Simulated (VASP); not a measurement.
Pt, 1 atom in the cell. It takes space group Fm-3m (No. 225, cubic). Conventional cell: a = 3.967 Å, b = 3.967 Å, c = 3.967 Å, α = 90.00°, β = 90.00°, γ = 90.00°. Within 3.7 Å of Pt (site symmetry m-3m) lie 12 Pt at 2.81 Å. 

* Program: VASP 6.6.1
* Task: single point
* Functional: PBE
* Potentials or basis: VASP PAW PBE potentials, release 64 (Pt)
* Cutoff: 500 eV
* k mesh: 8 × 8 × 8
* Occupations: gaussian, width 0.1 eV
* Spin: no spin polarisation
* Dipole correction: no
* Further INCAR settings: ALGO = Normal; EDIFF = 1e-06; NBANDS = 11

Potentials or basis: VASP PAW PBE potentials, release 64 (Pt).

Launch:

```bash
$ cat potpaw_PBE.64/Pt/POTCAR > POTCAR
$ mpirun -np 1 vasp_std > vasp.out
```

Hardware: 1 thread of Intel Xeon 6975P-C, on a shared host.

**Question.** Estimate the wall time of this run.

**Answer.** Wall time 4.5 s on 1 thread of Intel Xeon 6975P-C, with other jobs on the host, peak memory 0.13 GiB. Counts: scf iterations 11, k points 29.
